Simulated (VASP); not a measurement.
# TaRu (Pm-3m) in VASP: notebook, part 2 of 2

VASP 6.6.1. Earlier steps stand in the parts before.

## 4. Single point, LDA (volume scaled by 0.96)

INCAR

```
SYSTEM = TaRu
  ALGO = Normal
  EDIFF = 1E-7
  ENCUT = 520
  ISIF = 2
  ISMEAR = -1
  LASPH = .True.
  LCHARG = .True.
  LELF = .True.
  LREAL = .False.
  LVHAR = .True.
  LWAVE = .False.
  NBANDS = 20
  NELM = 100
  PREC = Accurate
  SIGMA = 0.03
```

KPOINTS

```
k-points
0
Gamma
  13 13 13
  0 0 0
```

POSCAR

```
TaRu
1.0
    3.1439271524      0.0000000000      0.0000000000
    0.0000000000      3.1439271524      0.0000000000
    0.0000000000      0.0000000000      3.1439271524
Ta Ru
1 1
Direct
    0.5000000000      0.5000000000      0.5000000000
    0.0000000000      0.0000000000      0.0000000000
```

Potentials or basis: VASP PAW LDA potentials, release 64 (Ta_pv, Ru_pv).

Started as:

```
> cat potpaw_LDA.64/Ta_pv/POTCAR potpaw_LDA.64/Ru_pv/POTCAR > POTCAR
> mpirun -np 1 vasp_std > vasp.out
```

OUTCAR:

```text
SYSTEM = TaRu
   EDIFF = 1E-7
   ENCUT = 520
   ISIF = 2
   ISMEAR = -1
   LASPH = .True.
   LREAL = .False.
   NELM = 100
   PREC = Accurate

 ion  position               nearest neighbor table
   1  0.500  0.500  0.500-   2 2.72   2 2.72   2 2.72   2 2.72   2 2.72   2 2.72   2 2.72   2 2.72

   2  0.000  0.000  0.000-   1 2.72   1 2.72   1 2.72   1 2.72   1 2.72   1 2.72   1 2.72   1 2.72

  LATTYP: Found a simple cubic cell.
 ALAT       =     3.1439271524

  Lattice vectors:

 A1 = (   3.1439271524,   0.0000000000,   0.0000000000)
 A2 = (   0.0000000000,   3.1439271524,   0.0000000000)
 A3 = (   0.0000000000,   0.0000000000,   3.1439271524)

Analysis of symmetry for initial positions (statically):
=====================================================================
 Subroutine PRICEL returns:
 Original cell was already a primitive cell.

 Routine SETGRP: Setting up the symmetry group for a
 simple cubic supercell.

 Subroutine GETGRP returns: Found 48 space group operations
 (whereof 48 operations were pure point group operations)
 out of a pool of 48 trial point group operations.

The static configuration has the point symmetry O_h .

Analysis of symmetry for dynamics (positions and initial velocities):
=====================================================================
 Subroutine PRICEL returns:
 Original cell was already a primitive cell.

 Routine SETGRP: Setting up the symmetry group for a
 simple cubic supercell.

 Subroutine GETGRP returns: Found 48 space group operations
 (whereof 48 operations were pure point group operations)
 out of a pool of 48 trial point group operations.

The dynamic configuration has the point symmetry O_h .

 Subroutine INISYM returns: Found 48 space group operations
 (whereof 48 operations are pure point group operations),
[... 102 lines left out ...]
   ISIF   =      2    stress and relaxation
   ISYM   =      2    0-nonsym 1-usesym 2-fastsym
   POTIM  = 0.5000    time-step for ionic-motion
   TEBEG  =    0.0;   TEEND  =   0.0 temperature during run
   PSTRESS=    0.0 pullay stress
   NELECT =      25.0000    total number of electrons
   NUPDOWN=      -1.0000    fix difference up-down
   EMIN   =  10.00;   EMAX   =-10.00  energy-range for DOS
   EFERMI =   0.00;   METHOD = LEGACY
   ISMEAR =    -1;   SIGMA  =   0.03  broadening in eV -4-tet -1-fermi 0-gaus
   EFERMI_NEDOS =   21; number of points for ismear=-14 and -15
   IALGO  =     38    algorithm
   IMIX   =      4    mixing-type and parameters
     AMIX     =   0.40;   BMIX     =  1.00
     AMIX_MAG =   1.60;   BMIX_MAG =  1.00
  volume/ion in A,a.u.               =      15.54       104.85
  Fermi-wavevector in a.u.,A,eV,Ry     =   1.522588  2.877274 31.542029  2.318274
  Thomas-Fermi vector in A             =   2.631147
   LORBIT       =      0    0 simple, 1 ext, 2 COOP (PROOUT), +10 PAW based schemes
   GGA     = CA    functional components
   LHFCALC =     F    Hartree Fock is set to
   AEXX    =    0.0000 exact exchange contribution
   IVDW    =     0    specifies the selected vdW correction
   LEPSILON=     F    determine dielectric tensor
   LRPA    =     F    only Hartree local field effects (RPA)
 non-spin polarized calculation
  energy-cutoff  :      520.00
  volume of cell :       31.08
 maximum number of plane-waves:       859
 NGX is ok and might be reduce to    24
   NGX = 11   NGY = 11   NGZ = 11

 number of electron      24.9999991 magnetization

 Free energy of the ion-electron system (eV)
  ---------------------------------------------------
  ext. energy  EPLUGINS =         0.00000000
  ---------------------------------------------------
  free energy    TOTEN  =       -23.99279747 eV

  energy without entropy =      -23.98367589  energy(sigma->0) =      -23.98823668

 E-fermi :   9.7094     XC(G=0): -13.5780

 val. band max:        9.7042968177   @ k =   0.4615   0.1538   0.0769
 cond. band min:       9.7274844364   @ k =   0.3846   0.3077   0.0769
 fundamental gap:      0.0231876187
 Fermi energy:         9.7094081265

 k-point     1 :       0.0000    0.0000    0.0000
  band No.  band energies     occupation
      1     -33.3317      2.00000
      2     -33.3317      2.00000
      3     -33.3317      2.00000
      4     -25.0784      2.00000
      5     -25.0784      2.00000
      6     -25.0784      2.00000
[... 541 lines left out ...]
     19      19.6313      0.00000
     20      19.9443      0.00000

 [... further k-points ...]
[... 5 lines left out ...]
  --------------------------------------------------------------------------------------
  -------------------------------------------------------------------------------------
  Total       -1.1291175     -1.1291175     -1.1291175     -0.0000000      0.0000000      0.0000000
  in kB      -58.2146534    -58.2146534    -58.2146534     -0.0000000      0.0000000      0.0000000
  external PRESSURE =     -58.2146534 kB  Pullay stress =       0.0000000 kB

 VOLUME and BASIS-vectors are now :
 -----------------------------------------------------------------------------
  energy-cutoff  :      520.00
  volume of cell :       31.08
      direct lattice vectors                 reciprocal lattice vectors
     3.143927152  0.000000000  0.000000000     0.318073528  0.000000000  0.000000000
     0.000000000  3.143927152  0.000000000     0.000000000  0.318073528  0.000000000
     0.000000000  0.000000000  3.143927152     0.000000000  0.000000000  0.318073528

 POSITION                                       TOTAL-FORCE (eV/Angst)
 -----------------------------------------------------------------------------------
      1.57196      1.57196      1.57196         0.000000      0.000000      0.000000
      0.00000      0.00000      0.00000         0.000000      0.000000      0.000000
 -----------------------------------------------------------------------------------
    total drift:                                0.000000      0.000000     -0.000000

  FREE ENERGIE OF THE ION-ELECTRON SYSTEM (eV)
  ---------------------------------------------------
  free  energy   TOTEN  =       -23.9927974744 eV

  energy  without entropy=      -23.9836758887  energy(sigma->0) =      -23.98823668
```

stdout:

```text
POSCAR found type information on POSCAR TaRu
 POSCAR found :  2 types and       2 ions
 scaLAPACK will be used
 LDA part: xc-table for (Slater(with rela. corr.)+CA(PZ))
 , standard interpolation
 POSCAR, INCAR and KPOINTS ok, starting setup
 FFT: planning ... GRIDC
 FFT: planning ... GRID_SOFT
 FFT: planning ... GRID
 WAVECAR not read
 entering main loop
```

Wall time 82 s (1 thread of AMD EPYC 7R13, shared host); peak memory 0.14 GiB.

Results:

* Free energy: -23.9928 eV
* Pressure: -5.8 GPa

Levels at points of the mesh, in eV from the Fermi level:
```csv
k point,band 10,band 11,band 12,band 13,band 14,band 15
"(0.00, 0.00, 0.00)",-2.48,-2.48,-2.48,0.99,0.99,4.18
```

Caveat: spin-orbit coupling is left out, which moves the levels of the heavy elements.

## 5. Single point, LDA (volume scaled by 0.98)

INCAR

```
SYSTEM = TaRu
PREC = Accurate
ENCUT = 520
EDIFF = 1E-6
ISMEAR = -1
SIGMA = 0.03
LREAL = .False.
LASPH = .True.
NELM = 100
ALGO = Normal
ISIF = 2
LWAVE = .False.
LCHARG = .False.
NBANDS = 20
```

KPOINTS

```
regular mesh
0
Gamma
  13 13 13
  0 0 0
```

POSCAR

```
TaRu
1.0
    3.1656100938      0.0000000000      0.0000000000
    0.0000000000      3.1656100938      0.0000000000
    0.0000000000      0.0000000000      3.1656100938
Ta Ru
1 1
Direct
    0.5000000000      0.5000000000      0.5000000000
    0.0000000000      0.0000000000      0.0000000000
```

Potentials or basis: VASP PAW LDA potentials, release 64 (Ta_pv, Ru_pv).

Started as:

```
> cat potpaw_LDA.64/Ta_pv/POTCAR potpaw_LDA.64/Ru_pv/POTCAR > POTCAR
> mpirun -np 1 vasp_std > vasp.out
```

OUTCAR:

```text
SYSTEM = TaRu
   PREC = Accurate
   ENCUT = 520
   EDIFF = 1E-6
   ISMEAR = -1
   LREAL = .False.
   LASPH = .True.
   NELM = 100
   ISIF = 2

 ion  position               nearest neighbor table
   1  0.500  0.500  0.500-   2 2.74   2 2.74   2 2.74   2 2.74   2 2.74   2 2.74   2 2.74   2 2.74

   2  0.000  0.000  0.000-   1 2.74   1 2.74   1 2.74   1 2.74   1 2.74   1 2.74   1 2.74   1 2.74

  LATTYP: Found a simple cubic cell.
 ALAT       =     3.1656100938

  Lattice vectors:

 A1 = (   3.1656100938,   0.0000000000,   0.0000000000)
 A2 = (   0.0000000000,   3.1656100938,   0.0000000000)
 A3 = (   0.0000000000,   0.0000000000,   3.1656100938)

Analysis of symmetry for initial positions (statically):
=====================================================================
 Subroutine PRICEL returns:
 Original cell was already a primitive cell.

 Routine SETGRP: Setting up the symmetry group for a
 simple cubic supercell.

 Subroutine GETGRP returns: Found 48 space group operations
 (whereof 48 operations were pure point group operations)
 out of a pool of 48 trial point group operations.

The static configuration has the point symmetry O_h .

Analysis of symmetry for dynamics (positions and initial velocities):
=====================================================================
 Subroutine PRICEL returns:
 Original cell was already a primitive cell.

 Routine SETGRP: Setting up the symmetry group for a
 simple cubic supercell.

 Subroutine GETGRP returns: Found 48 space group operations
 (whereof 48 operations were pure point group operations)
 out of a pool of 48 trial point group operations.

The dynamic configuration has the point symmetry O_h .

 Subroutine INISYM returns: Found 48 space group operations
 (whereof 48 operations are pure point group operations),
[... 102 lines left out ...]
   ISIF   =      2    stress and relaxation
   ISYM   =      2    0-nonsym 1-usesym 2-fastsym
   POTIM  = 0.5000    time-step for ionic-motion
   TEBEG  =    0.0;   TEEND  =   0.0 temperature during run
   PSTRESS=    0.0 pullay stress
   NELECT =      25.0000    total number of electrons
   NUPDOWN=      -1.0000    fix difference up-down
   EMIN   =  10.00;   EMAX   =-10.00  energy-range for DOS
   EFERMI =   0.00;   METHOD = LEGACY
   ISMEAR =    -1;   SIGMA  =   0.03  broadening in eV -4-tet -1-fermi 0-gaus
   EFERMI_NEDOS =   21; number of points for ismear=-14 and -15
   IALGO  =     38    algorithm
   IMIX   =      4    mixing-type and parameters
     AMIX     =   0.40;   BMIX     =  1.00
     AMIX_MAG =   1.60;   BMIX_MAG =  1.00
  volume/ion in A,a.u.               =      15.86       107.04
  Fermi-wavevector in a.u.,A,eV,Ry     =   1.512159  2.857566 31.111413  2.286624
  Thomas-Fermi vector in A             =   2.622120
   LORBIT       =      0    0 simple, 1 ext, 2 COOP (PROOUT), +10 PAW based schemes
   GGA     = CA    functional components
   LHFCALC =     F    Hartree Fock is set to
   AEXX    =    0.0000 exact exchange contribution
   IVDW    =     0    specifies the selected vdW correction
   LEPSILON=     F    determine dielectric tensor
   LRPA    =     F    only Hartree local field effects (RPA)
 non-spin polarized calculation
  energy-cutoff  :      520.00
  volume of cell :       31.72
 maximum number of plane-waves:       874
 NGX is ok and might be reduce to    24
   NGX = 11   NGY = 11   NGZ = 11

 number of electron      24.9999988 magnetization

 Free energy of the ion-electron system (eV)
  ---------------------------------------------------
  ext. energy  EPLUGINS =         0.00000000
  ---------------------------------------------------
  free energy    TOTEN  =       -23.95902204 eV

  energy without entropy =      -23.94937794  energy(sigma->0) =      -23.95419999

 E-fermi :   9.4290     XC(G=0): -13.4632

 val. band max:        9.4269791481   @ k =   0.4615   0.1538   0.0769
 cond. band min:       9.4470363945   @ k =   0.3846   0.3077   0.0769
 fundamental gap:      0.0200572464
 Fermi energy:         9.4289871414

 k-point     1 :       0.0000    0.0000    0.0000
  band No.  band energies     occupation
      1     -33.5671      2.00000
      2     -33.5671      2.00000
      3     -33.5671      2.00000
      4     -25.3968      2.00000
      5     -25.3968      2.00000
      6     -25.3968      2.00000
[... 541 lines left out ...]
     19      19.3649      0.00000
     20      19.4274      0.00000

 [... further k-points ...]
[... 5 lines left out ...]
  --------------------------------------------------------------------------------------
  -------------------------------------------------------------------------------------
  Total       -2.1696412     -2.1696412     -2.1696412      0.0000000      0.0000000      0.0000000
  in kB     -109.5787249   -109.5787249   -109.5787249      0.0000000      0.0000000      0.0000000
  external PRESSURE =    -109.5787249 kB  Pullay stress =       0.0000000 kB

 VOLUME and BASIS-vectors are now :
 -----------------------------------------------------------------------------
  energy-cutoff  :      520.00
  volume of cell :       31.72
      direct lattice vectors                 reciprocal lattice vectors
     3.165610094  0.000000000  0.000000000     0.315894873  0.000000000  0.000000000
     0.000000000  3.165610094  0.000000000     0.000000000  0.315894873  0.000000000
     0.000000000  0.000000000  3.165610094     0.000000000  0.000000000  0.315894873

 POSITION                                       TOTAL-FORCE (eV/Angst)
 -----------------------------------------------------------------------------------
      1.58281      1.58281      1.58281         0.000000      0.000000      0.000000
      0.00000      0.00000      0.00000         0.000000      0.000000      0.000000
 -----------------------------------------------------------------------------------
    total drift:                                0.000000      0.000000     -0.000000

  FREE ENERGIE OF THE ION-ELECTRON SYSTEM (eV)
  ---------------------------------------------------
  free  energy   TOTEN  =       -23.9590220395 eV

  energy  without entropy=      -23.9493779383  energy(sigma->0) =      -23.95419999
```

It took 77 s on 1 thread of AMD EPYC 7R13, shared host; peak memory 0.14 GiB.

What came out:

| Property | Result |
| --- | --- |
| Free energy | -23.9590 eV |
| Pressure | -11.0 GPa |

Levels at points of the mesh, in eV from the Fermi level:
```tsv
k point	band 9	band 10	band 11	band 12	band 13	band 14	band 15	band 16
(0.00, 0.00, 0.00)	-5.98	-2.41	-2.41	-2.41	0.97	0.97	4.07	4.07
```

Caveat: spin-orbit coupling is left out, which moves the levels of the heavy elements.

## 6. Single point, LDA (volume scaled by 0.99)

INCAR

```
PREC = Accurate
ENCUT = 520
EDIFF = 1E-6
ISMEAR = -1
SIGMA = 0.03
LREAL = F
LASPH = T
NELM = 80
ALGO = Normal
ISIF = 2
LWAVE = F
LCHARG = F
NBANDS = 20
```

KPOINTS

```
regular mesh
0
Gamma
  13 13 13
```

POSCAR

```
TaRu
1.0
    3.1763410575      0.0000000000      0.0000000000
    0.0000000000      3.1763410575      0.0000000000
    0.0000000000      0.0000000000      3.1763410575
Ta Ru
1 1
Direct
    0.5000000000      0.5000000000      0.5000000000
    0.0000000000      0.0000000000      0.0000000000
```

Potentials or basis: VASP PAW LDA potentials, release 64 (Ta_pv, Ru_pv).

Started as:

```
> cat potpaw_LDA.64/Ta_pv/POTCAR potpaw_LDA.64/Ru_pv/POTCAR > POTCAR
> mpirun -np 1 vasp_std > vasp.out
```

It took 73 s on 1 thread of AMD EPYC 7R13, shared host; peak memory 0.14 GiB.

Results (log left out):

- Free energy: -23.9346 eV
- Pressure: -13.3 GPa

Levels at points of the mesh, in eV from the Fermi level:
```
           k point  band 10  band 11  band 12  band 13  band 14  band 15
(0.00, 0.00, 0.00)    -2.37    -2.37    -2.37     0.97     0.97     4.01
```

Caveat: spin-orbit coupling is left out, which moves the levels of the heavy elements.

## 7. Summary

| cell | gap on the mesh (eV) | pressure (GPa) |
| --- | --- | --- |
| a = 3.187 Å, 2 atoms | none | -15.5 |
| a = 3.122 Å, 2 atoms | none | -0.1 |
| a = 3.144 Å, 2 atoms | none | -5.8 |
| a = 3.166 Å, 2 atoms | none | -11.0 |
| a = 3.176 Å, 2 atoms | none | -13.3 |

Alike in all rows: task single point; level LDA; potentials or basis VASP PAW LDA potentials, release 64 (Ta_pv, Ru_pv); no spin polarisation; k mesh 13 × 13 × 13; cutoff (eV) 520; smearing fermi-dirac 0.03 eV.

Caveats: spin-orbit coupling is left out, which moves the levels of the heavy elements.

Total energies depend on the potentials used, so only differences within one code and one set of settings carry meaning.
